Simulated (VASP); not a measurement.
# Be (Fd-3m) in VASP: further runs

Be is run at these levels: BLYP; tasks: single point, relaxation of cell and atoms.

Program: VASP 6.6.1. These are calculated values, not measurements. Logs are shortened: lines on timing, memory, paths and dates and some standing lists are left out, and cuts for length are marked.

### Step 1. The cell of the first run

Symmetry: Fd-3m, No. 227, cubic system. Conventional cell: a = 5.101 Å, b = 5.101 Å, c = 5.101 Å, α = 90.00°, β = 90.00°, γ = 90.00°. Within 2.9 Å of Be (site symmetry -43m) lie 4 Be at 2.21 Å.

### Step 2. Single point, BLYP (volume scaled by 1.08)

INCAR

```
SYSTEM = Be
AGGAC = 1.0
AGGAX = 1.0
ALDAC = 0.0
ALDAX = 1.0
ALGO = Normal
EDIFF = 1E-6
ENCUT = 520
GGA = B5
ISIF = 2
ISMEAR = -1
LASPH = .TRUE.
LCHARG = .FALSE.
LREAL = .FALSE.
LWAVE = .FALSE.
NBANDS = 9
NELM = 80
PREC = Accurate
SIGMA = 0.1
```

KPOINTS

```
k-points
0
G
  12 12 12
  0 0 0
```

POSCAR

```
Be
1.0
    0.0000000000      2.5503251831      2.5503251831
    2.5503251831      0.0000000000      2.5503251831
    2.5503251831      2.5503251831      0.0000000000
Be
2
Direct
    0.1250000000      0.1250000000      0.1250000000
    0.8750000000      0.8750000000      0.8750000000
```

Potentials or basis: VASP PAW PBE potentials, release 64 (Be).

The run is started by

```console
> cat potpaw_PBE.64/Be/POTCAR > POTCAR
> mpirun -np 1 vasp_std > vasp.out
```

OUTCAR:

```text
SYSTEM = Be
   EDIFF = 1E-6
   ENCUT = 520
   GGA = B5
   ISIF = 2
   ISMEAR = -1
   LASPH = .TRUE.
   LREAL = .FALSE.
   NELM = 80
   PREC = Accurate

 ion  position               nearest neighbor table
   1  0.125  0.125  0.125-   2 2.21   2 2.21   2 2.21   2 2.21
   2  0.875  0.875  0.875-   1 2.21   1 2.21   1 2.21   1 2.21

  LATTYP: Found a face centered cubic cell.
 ALAT       =     5.1006503662

  Lattice vectors:

 A1 = (   0.0000000000,   2.5503251831,   2.5503251831)
 A2 = (   2.5503251831,   0.0000000000,   2.5503251831)
 A3 = (   2.5503251831,   2.5503251831,   0.0000000000)

Analysis of symmetry for initial positions (statically):
=====================================================================
 Subroutine PRICEL returns:
 Original cell was already a primitive cell.

 Routine SETGRP: Setting up the symmetry group for a
 face centered cubic supercell.

 Subroutine GETGRP returns: Found 48 space group operations
 (whereof 12 operations were pure point group operations)
 out of a pool of 48 trial point group operations.

The static configuration has the point symmetry D_3d.
 The point group associated with its full space group is O_h .

Analysis of symmetry for dynamics (positions and initial velocities):
=====================================================================
 Subroutine PRICEL returns:
 Original cell was already a primitive cell.

 Routine SETGRP: Setting up the symmetry group for a
 face centered cubic supercell.

 Subroutine GETGRP returns: Found 48 space group operations
 (whereof 12 operations were pure point group operations)
 out of a pool of 48 trial point group operations.

The dynamic configuration has the point symmetry D_3d.
 The point group associated with its full space group is O_h .

 Subroutine INISYM returns: Found 48 space group operations
 (whereof 12 operations are pure point group operations),
 and found     1 'primitive' translations

----------------------------------------------------------------------------------------

                                     Primitive cell

  volume of cell :      33.1754

  direct lattice vectors                    reciprocal lattice vectors
     0.000000000  2.550325183  2.550325183    -0.196053430  0.196053430  0.196053430
     2.550325183  0.000000000  2.550325183     0.196053430 -0.196053430  0.196053430
     2.550325183  2.550325183  0.000000000     0.196053430  0.196053430 -0.196053430

  length of vectors
     3.606704462  3.606704462  3.606704462     0.339574502  0.339574502  0.339574502

  position of ions in fractional coordinates (direct lattice)
     0.125000000  0.125000000  0.125000000
     0.875000000  0.875000000  0.875000000

  ion indices of the primitive-cell ions
   primitive index   ion index
                 1           1
                 2           2

----------------------------------------------------------------------------------------

 KPOINTS: k-points

Automatic generation of k-mesh.
 Grid dimensions read from file:
 generate k-points for:   12   12   12

 Generating k-lattice:

  Cartesian coordinates                     Fractional coordinates (reciprocal lattice)
    -0.016337786  0.016337786  0.016337786     0.083333333  0.000000000  0.000000000
     0.016337786 -0.016337786  0.016337786     0.000000000  0.083333333  0.000000000
     0.016337786  0.016337786 -0.016337786     0.000000000  0.000000000  0.083333333

  Length of vectors
     0.028297875  0.028297875  0.028297875

  Shift w.r.t. Gamma in fractional coordinates (k-lattice)
     0.000000000  0.000000000  0.000000000

 Subroutine IBZKPT returns following result:
 ===========================================

 Found     72 irreducible k-points:

 Following reciprocal coordinates:
            Coordinates               Weight
  0.000000  0.000000  0.000000      1.000000
  0.083333  0.000000  0.000000      8.000000
  0.166667  0.000000  0.000000      8.000000
  0.250000  0.000000  0.000000      8.000000
  0.333333  0.000000  0.000000      8.000000
  0.416667  0.000000  0.000000      8.000000
[... 16 lines left out ...]
  0.500000  0.166667  0.000000     24.000000
 -0.416667  0.166667  0.000000     24.000000
 [... further k-points ...]
   k-points           NKPTS =     72   k-points in BZ     NKDIM =     72   number of bands    NBANDS=      9
   number of dos      NEDOS =    301   number of ions     NIONS =      2
   total plane-waves  NPLWV =  21952
   dimension x,y,z NGX =    28 NGY =   28 NGZ =   28
   dimension x,y,z NGXF=    56 NGYF=   56 NGZF=   56
   ions per type =               2
   NGX,Y,Z   is equivalent  to a cutoff of  12.91, 12.91, 12.91 a.u.
   NGXF,Y,Z  is equivalent  to a cutoff of  25.81, 25.81, 25.81 a.u.
 SYSTEM =  Be
   PREC   = accura    normal or accurate (medium, high low for compatibility)
   ISTART =      0    job   : 0-new  1-cont  2-samecut
   ICHARG =      2    charge: 1-file 2-atom 10-const
   ISPIN  =      1    spin polarized calculation?
   LNONCOLLINEAR =      F non collinear calculations
   LSORBIT =      F    spin-orbit coupling
   LASPH  =      T    aspherical Exc in radial PAW
   ENCUT  =  520.0 eV  38.22 Ry    6.18 a.u.   6.71  6.71  6.71*2*pi/ulx,y,z
   NELM   =     80;   NELMIN=  2; NELMDL= -5     # of ELM steps
   EDIFF  = 0.1E-05   stopping-criterion for ELM
   LREAL  =      F    real-space projection
   EDIFFG = 0.1E-04   stopping-criterion for IOM
   NSW    =      0    number of steps for IOM
   IBRION =     -1    ionic relax: 0-MD 1-quasi-New 2-CG
   NFREE  =      0    steps in history (QN), initial steepest desc. (CG)
   ISIF   =      2    stress and relaxation
   ISYM   =      2    0-nonsym 1-usesym 2-fastsym
   POTIM  = 0.5000    time-step for ionic-motion
   TEBEG  =    0.0;   TEEND  =   0.0 temperature during run
   PSTRESS=    0.0 pullay stress
   NELECT =       4.0000    total number of electrons
   NUPDOWN=      -1.0000    fix difference up-down
   EMIN   =  10.00;   EMAX   =-10.00  energy-range for DOS
   EFERMI =   0.00;   METHOD = LEGACY
   ISMEAR =    -1;   SIGMA  =   0.10  broadening in eV -4-tet -1-fermi 0-gaus
   EFERMI_NEDOS =   21; number of points for ismear=-14 and -15
   IALGO  =     38    algorithm
   IMIX   =      4    mixing-type and parameters
     AMIX     =   0.40;   BMIX     =  1.00
     AMIX_MAG =   1.60;   BMIX_MAG =  1.00
  volume/ion in A,a.u.               =      16.59       111.94
  Fermi-wavevector in a.u.,A,eV,Ry     =   0.808765  1.528345  8.899592  0.654102
  Thomas-Fermi vector in A             =   1.917632
   LORBIT       =      0    0 simple, 1 ext, 2 COOP (PROOUT), +10 PAW based schemes
   GGA     = B5    functional components
   LHFCALC =     F    Hartree Fock is set to
   AEXX    =    0.0000 exact exchange contribution
   IVDW    =     0    specifies the selected vdW correction
   LEPSILON=     F    determine dielectric tensor
   LRPA    =     F    only Hartree local field effects (RPA)
 non-spin polarized calculation
  energy-cutoff  :      520.00
  volume of cell :       33.18
 maximum number of plane-waves:       911
   NGX = 13   NGY = 13   NGZ = 13

 number of electron       4.0000000 magnetization

 Free energy of the ion-electron system (eV)
  ---------------------------------------------------
  ext. energy  EPLUGINS =         0.00000000
  ---------------------------------------------------
  free energy    TOTEN  =        -3.40595625 eV

  energy without entropy =       -3.37038418  energy(sigma->0) =       -3.38817022

 E-fermi :   1.5867     XC(G=0):  -7.5196

 val. band max:        1.5458764793   @ k =  -0.2500   0.1667   0.0000
 cond. band min:       1.5928024046   @ k =  -0.2500   0.2500   0.0000
 fundamental gap:      0.0469259253
 Fermi energy:         1.5867142963

 k-point     1 :       0.0000    0.0000    0.0000
  band No.  band energies     occupation
      1      -5.1152      2.00000
      2       5.7693      0.00000
      3       5.7693      0.00000
      4       5.7693      0.00000
      5       8.3753      0.00000
      6       8.3753      0.00000
      7       8.3753      0.00000
      8      14.0676      0.00000
      9      15.1405      0.00000

 k-point     2 :       0.0833    0.0000    0.0000
  band No.  band energies     occupation
      1      -5.0194      2.00000
      2       5.0787      0.00000
      3       5.5794      0.00000
      4       5.5794      0.00000
      5       8.6272      0.00000
      6       8.6272      0.00000
      7       8.8446      0.00000
      8      14.0150      0.00000
      9      15.3257      0.00000

 k-point     3 :       0.1667    0.0000    0.0000
  band No.  band energies     occupation
      1      -4.7326      2.00000
      2       3.7297      0.00000
      3       5.1862      0.00000
      4       5.1862      0.00000
      5       9.1416      0.00000
      6       9.1416      0.00000
      7       9.5737      0.00000
      8      13.8665      0.00000
      9      15.4107      0.00000

 k-point     4 :       0.2500    0.0000    0.0000
  band No.  band energies     occupation
      1      -4.2569      2.00000
      2       2.2592      0.00240
      3       4.7976      0.00000
      4       4.7976      0.00000
      5       9.5455      0.00000
      6       9.5455      0.00000
      7      10.1457      0.00000
      8      13.6501      0.00000
      9      15.3148      0.00000
[... 205 lines left out ...]
 k-point    22 :       0.4167    0.1667    0.0000
  band No.  band energies     occupation
      1      -3.0076      2.00000
      2       0.6409      1.99984
      3       3.5071      0.00000
      4       3.5255      0.00000
      5       8.7152      0.00000
      6      11.2490      0.00000
      7      11.3977      0.00000
      8      12.2444      0.00000
      9      16.1127      0.00000

 k-point    23 :       0.5000    0.1667    0.0000
  band No.  band energies     occupation
      1      -2.1445      2.00000
      2      -0.5671      2.00000
      3       3.1259      0.00000
      4       3.5679      0.00000
      5       8.8421      0.00000
      6      11.0005      0.00000
      7      11.8153      0.00000
      8      13.0345      0.00000
      9      15.7025      0.00000

 k-point    24 :      -0.4167    0.1667    0.0000
  band No.  band energies     occupation
      1      -1.8625      2.00000
      2      -0.8955      2.00000
      3       2.8491      0.00001
      4       3.7862      0.00000
      5       9.0639      0.00000
      6      10.7223      0.00000
      7      11.8802      0.00000
      8      13.8126      0.00000
      9      15.3821      0.00000

 [... further k-points ...]

------------------------ aborting loop because EDIFF is reached ----------------------------------------

  FORCE on cell =-STRESS in cart. coord.  units (eV):
  Direction    XX          YY          ZZ          XY          YZ          ZX
  --------------------------------------------------------------------------------------
  -------------------------------------------------------------------------------------
  Total       -0.5327471     -0.5327471     -0.5327471     -0.0000000     -0.0000000     -0.0000000
  in kB      -25.7285313    -25.7285313    -25.7285313     -0.0000000     -0.0000000     -0.0000000
  external PRESSURE =     -25.7285313 kB  Pullay stress =       0.0000000 kB

 VOLUME and BASIS-vectors are now :
 -----------------------------------------------------------------------------
  energy-cutoff  :      520.00
  volume of cell :       33.18
      direct lattice vectors                 reciprocal lattice vectors
     0.000000000  2.550325183  2.550325183    -0.196053430  0.196053430  0.196053430
     2.550325183  0.000000000  2.550325183     0.196053430 -0.196053430  0.196053430
     2.550325183  2.550325183  0.000000000     0.196053430  0.196053430 -0.196053430

 POSITION                                       TOTAL-FORCE (eV/Angst)
 -----------------------------------------------------------------------------------
      0.63758      0.63758      0.63758        -0.000000     -0.000000     -0.000000
      4.46307      4.46307      4.46307         0.000000      0.000000      0.000000
 -----------------------------------------------------------------------------------
    total drift:                               -0.000000     -0.000000     -0.000000

  FREE ENERGIE OF THE ION-ELECTRON SYSTEM (eV)
  ---------------------------------------------------
  free  energy   TOTEN  =        -3.4059562502 eV

  energy  without entropy=       -3.3703841804  energy(sigma->0) =       -3.38817022
```

It took 24 s on 1 thread of Intel Xeon 6975P-C, shared host; peak memory 0.16 GiB.

Results:

* Free energy: -3.4060 eV
* Pressure: -2.6 GPa
* Band gap on the k mesh: zero (band 2 reaches 5.77 eV, above the bottom of band 3 at 0.57 eV)

Levels at points of the mesh, in eV from the Fermi level:
| k point | band 1 | band 2 | band 3 | band 4 | band 5 | band 6 |
| --- | --- | --- | --- | --- | --- | --- |
| (0.00, 0.00, 0.00) | -6.70 | 4.18 | 4.18 | 4.18 | 6.79 | 6.79 |
| (0.50, 0.00, 0.00) | -3.58 | -3.00 | 2.66 | 2.66 | 8.01 | 8.01 |
| (0.50, 0.50, 0.00) | -2.28 | -2.28 | 0.70 | 0.70 | 6.01 | 6.01 |

Caveat: the PAW data sets were made with another functional, which shifts forces and pressure a little.

### Step 3. Single point, BLYP (volume scaled by 1.12)

INCAR

```
PREC = Accurate
ENCUT = 520
EDIFF = 1E-6
ISMEAR = -1
SIGMA = 0.1
LREAL = False
LASPH = True
NELM = 100
ALGO = Normal
ISIF = 2
LWAVE = False
LCHARG = True
GGA = B5
ALDAX = 1.0
AGGAX = 1.0
AGGAC = 1.0
ALDAC = 0.0
LELF = True
LVHAR = True
NBANDS = 9
```

KPOINTS

```
Automatic mesh
0
Gamma
  12 12 12
```

POSCAR

```
Be
1.0
    0.0000000000      2.5814297752      2.5814297752
    2.5814297752      0.0000000000      2.5814297752
    2.5814297752      2.5814297752      0.0000000000
Be
2
Direct
    0.1250000000      0.1250000000      0.1250000000
    0.8750000000      0.8750000000      0.8750000000
```

Potentials or basis: VASP PAW PBE potentials, release 64 (Be).

The run is started by

```console
> cat potpaw_PBE.64/Be/POTCAR > POTCAR
> mpirun -np 1 vasp_std > vasp.out
```

Run time: 24 s. Hardware: 1 thread of Intel Xeon 6975P-C, shared host; peak memory 0.16 GiB.

Results (log left out):

```
Free energy            : -3.3824 eV
Pressure               : -3.6 GPa
Band gap on the k mesh : zero (band 2 reaches 5.49 eV, above the bottom of band 3 at 0.46 eV)
```

Levels at points of the mesh, in eV from the Fermi level:
```tsv
k point	band 1	band 2	band 3	band 4	band 5	band 6
(0.00, 0.00, 0.00)	-6.57	4.07	4.07	4.07	6.64	6.64
(0.50, 0.00, 0.00)	-3.56	-2.90	2.60	2.60	7.85	7.85
(0.50, 0.50, 0.00)	-2.25	-2.25	0.70	0.70	5.88	5.88
```

Caveat: the PAW data sets were made with another functional, which shifts forces and pressure a little.

(Continued in part 2 of 2.)
